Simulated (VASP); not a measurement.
# WSe2 in VASP: density of states with PBE+D3(BJ)

Aim: the density of states of WSe2 with PBE+D3(BJ).

All numbers are computed with VASP 6.6.1; they aren't measurements. Logs are shortened: lines on timing, memory, paths and dates and some standing lists are left out, and cuts for length are marked.

### Step 1. The cell of the first run

The cell holds a slab with vacuum, 3 atoms: a = 3.286 Å, b = 3.286 Å, c = 32.737 Å, α = 90.00°, β = 90.00°, γ = 120.00°.

### Step 2. Density of states, PBE+D3(BJ)

File POSCAR:

```
WSe2
1.0
    3.2855208648      0.0000000000      0.0000000000
   -1.6427604324      2.8453445336      0.0000000000
    0.0000000000      0.0000000000     32.7374894635
Se W
2 1
Direct
    0.3333333333      0.6666666667      0.4485393955
    0.3333333333      0.6666666667      0.5514606045
    0.6666666667      0.3333333333      0.5000000000
```

File INCAR.step1:

```
SYSTEM = WSe2
PREC = Accurate ; ENCUT = 520
EDIFF = 1E-6 ; ISMEAR = 0
SIGMA = 0.02 ; LREAL = .False.
LASPH = .True. ; NELM = 80
ALGO = Normal ; ISIF = 2
LWAVE = .False. ; LCHARG = .True.
LMAXMIX = 4 ; LDIPOL = .True.
IDIPOL = 3 ; DIPOL = 0.5 0.5 0.500
GGA = PE ; IVDW = 12
NBANDS = 20
```

File KPOINTS.step1:

```
Automatic mesh
0
Gamma
  12 12 1
  0 0 0
```

File INCAR.step2:

```
SYSTEM = WSe2
PREC = Accurate ; ENCUT = 520
EDIFF = 1E-6 ; ISMEAR = -5
SIGMA = 0.02 ; LREAL = .False.
LASPH = .True. ; NELM = 80
ALGO = Normal ; ISIF = 2
LWAVE = .False. ; LCHARG = .False.
LMAXMIX = 4 ; LDIPOL = .True.
IDIPOL = 3 ; DIPOL = 0.5 0.5 0.500
GGA = PE ; IVDW = 12
LORBIT = 10 ; NBANDS = 20
NEDOS = 2001 ; ICHARG = 11
```

File KPOINTS.step2:

```
Automatic mesh
0
Gamma
  18 18 1
  0 0 0
```

Potentials or basis: VASP PAW PBE potentials, release 64 (Se, W_sv).

Launch:

```sh
> cat potpaw_PBE.64/Se/POTCAR potpaw_PBE.64/W_sv/POTCAR > POTCAR
> cp INCAR.step1 INCAR
> cp KPOINTS.step1 KPOINTS
> mpirun -np 1 vasp_std > vasp.out
> cp INCAR.step2 INCAR
> cp KPOINTS.step2 KPOINTS
> mpirun -np 1 vasp_std > vasp.out
```

OUTCAR:

```text
SYSTEM = WSe2
   PREC = Accurate
   ENCUT = 520
   EDIFF = 1E-6
   ISMEAR = -5
   LREAL = .False.
   LASPH = .True.
   NELM = 80
   ISIF = 2
   GGA = PE
   IVDW = 12
   LORBIT = 10
   ICHARG = 11
 IVDW          = 12

 ion  position               nearest neighbor table
   1  0.333  0.667  0.449-   3 2.54   3 2.54   3 2.54
   2  0.333  0.667  0.551-   3 2.54   3 2.54   3 2.54
   3  0.667  0.333  0.500-   1 2.54   2 2.54   1 2.54   2 2.54   1 2.54   2 2.54

  LATTYP: Found a hexagonal cell.
 ALAT       =     3.2855208648
 C/A-ratio  =     9.9641703129

  Lattice vectors:

 A1 = (   3.2855208648,   0.0000000000,   0.0000000000)
 A2 = (  -1.6427604324,   2.8453445336,   0.0000000000)
 A3 = (   0.0000000000,   0.0000000000,  32.7374894635)

Analysis of symmetry for initial positions (statically):
=====================================================================
 Subroutine PRICEL returns:
 Original cell was already a primitive cell.

 Routine SETGRP: Setting up the symmetry group for a
 hexagonal supercell.

 Subroutine GETGRP returns: Found 12 space group operations
 (whereof 12 operations were pure point group operations)
 out of a pool of 24 trial point group operations.

The static configuration has the point symmetry D_3h.

Analysis of symmetry for dynamics (positions and initial velocities):
=====================================================================
 Subroutine PRICEL returns:
 Original cell was already a primitive cell.

 Routine SETGRP: Setting up the symmetry group for a
 hexagonal supercell.

 Subroutine GETGRP returns: Found 12 space group operations
 (whereof 12 operations were pure point group operations)
 out of a pool of 24 trial point group operations.

The dynamic configuration has the point symmetry D_3h.

 Subroutine INISYM returns: Found 12 space group operations
 (whereof 12 operations are pure point group operations),
 and found     1 'primitive' translations

----------------------------------------------------------------------------------------

                                     Primitive cell

  volume of cell :     306.0444

  direct lattice vectors                    reciprocal lattice vectors
     3.285520865  0.000000000  0.000000000     0.304365743  0.175725644  0.000000000
    -1.642760432  2.845344534  0.000000000     0.000000000  0.351451288  0.000000000
[... 99 lines left out ...]
   PSTRESS=    0.0 pullay stress
   NELECT =      26.0000    total number of electrons
   NUPDOWN=      -1.0000    fix difference up-down
   EMIN   =  10.00;   EMAX   =-10.00  energy-range for DOS
   EFERMI =   0.00;   METHOD = LEGACY
   ISMEAR =    -5;   SIGMA  =   0.02  broadening in eV -4-tet -1-fermi 0-gaus
   EFERMI_NEDOS =   21; number of points for ismear=-14 and -15
   IALGO  =     38    algorithm
   IMIX   =      4    mixing-type and parameters
     AMIX     =   0.40;   BMIX     =  1.00
     AMIX_MAG =   1.60;   BMIX_MAG =  1.00
  volume/ion in A,a.u.               =     102.01       688.43
  Fermi-wavevector in a.u.,A,eV,Ry     =   0.719677  1.359993  7.046939  0.517935
  Thomas-Fermi vector in A             =   1.808934
   LORBIT       =     10    0 simple, 1 ext, 2 COOP (PROOUT), +10 PAW based schemes
   GGA     = PE    functional components
   LHFCALC =     F    Hartree Fock is set to
   AEXX    =    0.0000 exact exchange contribution
   IVDW    =    12    specifies the selected vdW correction
   LEPSILON=     F    determine dielectric tensor
   LRPA    =     F    only Hartree local field effects (RPA)
 non-spin polarized calculation
 Fermi weights with tetrahedron method with Bloechl corrections
  energy-cutoff  :      520.00
  volume of cell :      306.04
 maximum number of plane-waves:      8320

 number of electron      25.9999995 magnetization

 dipolmoment           0.000000      0.000000      0.000000 electrons x Angstroem

 Free energy of the ion-electron system (eV)
  ---------------------------------------------------
  ext. energy  EPLUGINS =         0.00000000
  ---------------------------------------------------
  free energy    TOTEN  =       -21.61153119 eV

  energy without entropy =      -21.61153119  energy(sigma->0) =      -21.61153119

 E-fermi :  -2.8261     XC(G=0):  -2.4767

 val. band max:       -2.8684903423   @ k =   0.3333   0.3333   0.0000
 cond. band min:      -1.2148653023   @ k =   0.1667   0.1667   0.0000
 fundamental gap:      1.6536250400
 Fermi energy:        -2.8260936101

 k-point     1 :       0.0000    0.0000    0.0000
  band No.  band energies     occupation
      1     -76.9081      2.00000
      2     -41.1531      2.00000
      3     -41.0197      2.00000
      4     -41.0197      2.00000
      5     -17.6780      2.00000
      6     -16.4355      2.00000
[... 541 lines left out ...]
     19       4.4910      0.00000
     20       4.8101      0.00000

 [... further k-points ...]

------------------------ aborting loop because EDIFF is reached ----------------------------------------

 vacuum level on the upper side and lower side of the slab       (xc-potential included)        -0.010        -0.010

 Edisp (eV)   -1.01162

 E8    (eV) :    -0.4806

  FORCE on cell =-STRESS in cart. coord.  units (eV):
  Direction    XX          YY          ZZ          XY          YZ          ZX
  --------------------------------------------------------------------------------------
  -------------------------------------------------------------------------------------
  Total       0.09835     0.09835     0.13118     0.00000    -0.00000     0.00000
  in kB       0.51486     0.51486     0.68676     0.00000    -0.00000     0.00000
  external pressure =        0.57 kB  Pullay stress =        0.00 kB

 VOLUME and BASIS-vectors are now :
 -----------------------------------------------------------------------------
  energy-cutoff  :      520.00
  volume of cell :      306.04
      direct lattice vectors                 reciprocal lattice vectors
     3.285520865  0.000000000  0.000000000     0.304365743  0.175725644  0.000000000
    -1.642760432  2.845344534  0.000000000     0.000000000  0.351451288  0.000000000
     0.000000000  0.000000000 32.737489463     0.000000000  0.000000000  0.030546020

 POSITION                                       TOTAL-FORCE (eV/Angst)
 -----------------------------------------------------------------------------------
     -0.00000      1.89690     14.68405         0.000000      0.000000     -0.046889
     -0.00000      1.89690     18.05344         0.000000      0.000000      0.046889
      1.64276      0.94845     16.36874        -0.000000      0.000000      0.000000
 -----------------------------------------------------------------------------------
    total drift:                               -0.002418      0.001396      0.000000

  FREE ENERGIE OF THE ION-ELECTRON SYSTEM (eV)
  ---------------------------------------------------
  free  energy   TOTEN  =       -22.6231561129 eV

  energy  without entropy=      -22.6231561129  energy(sigma->0) =      -22.62315611

 vacuum level on the upper side and lower side of the slab         2.181         2.181

 total charge

# of ion       s       p       d       tot
------------------------------------------
    1        1.474   2.355   0.068   3.897
    2        1.474   2.355   0.068   3.897
    3        2.309   6.279   3.372  11.960
--------------------------------------------------
tot          5.257  10.988   3.509  19.754
```

OUTCAR.step1:

```text
SYSTEM = WSe2
   PREC = Accurate
   ENCUT = 520
   EDIFF = 1E-6
   ISMEAR = 0
   LREAL = .False.
   LASPH = .True.
[... 667 lines left out ...]
     -0.00000      1.89690     18.05344        -0.000000     -0.000000      0.046794
      1.64276      0.94845     16.36874         0.000000      0.000000      0.000000
 -----------------------------------------------------------------------------------
    total drift:                               -0.000000      0.000000      0.000000

  FREE ENERGIE OF THE ION-ELECTRON SYSTEM (eV)
  ---------------------------------------------------
  free  energy   TOTEN  =       -22.6231517443 eV

  energy  without entropy=      -22.6231517443  energy(sigma->0) =      -22.62315174

 vacuum level on the upper side and lower side of the slab         2.181         2.181
```

OSZICAR.step1:

```text
N       E                     dE             d eps       ncg     rms          rms(c)
DAV:   1     0.177685121808E+03    0.17769E+03   -0.12468E+04   936   0.964E+02
DAV:   2    -0.550563621663E+01   -0.18319E+03   -0.17810E+03  1076   0.207E+02
DAV:   3    -0.223492959665E+02   -0.16844E+02   -0.16783E+02  1092   0.636E+01
[... 14 lines left out ...]
DAV:  18    -0.216115131212E+02   -0.19470E-04   -0.54578E-07   800   0.285E-03    0.892E-04
DAV:  19    -0.216115213701E+02   -0.82489E-05   -0.18221E-07   768   0.133E-03    0.490E-04
DAV:  20    -0.216115249209E+02   -0.35508E-05   -0.61763E-08   660   0.614E-04    0.244E-04
DAV:  21    -0.216115263473E+02   -0.14264E-05   -0.31175E-08   632   0.364E-04    0.261E-04
DAV:  22    -0.216115268224E+02   -0.47511E-06   -0.10243E-08   548   0.264E-04
   1 F= -.22623152E+02 E0= -.22623152E+02  d E =-.362462E-18
```

Wall time 4.5 min (1 thread of Intel Xeon 6975P-C (Granite Rapids), shared host); peak memory 0.49 GiB.

What came out:

- Valence electrons inside the program's atomic spheres: Se 3.90; W 11.96
- Dispersion energy per atom: -0.337 eV

Caveat: spin-orbit coupling is left out, which moves the levels of the heavy elements.
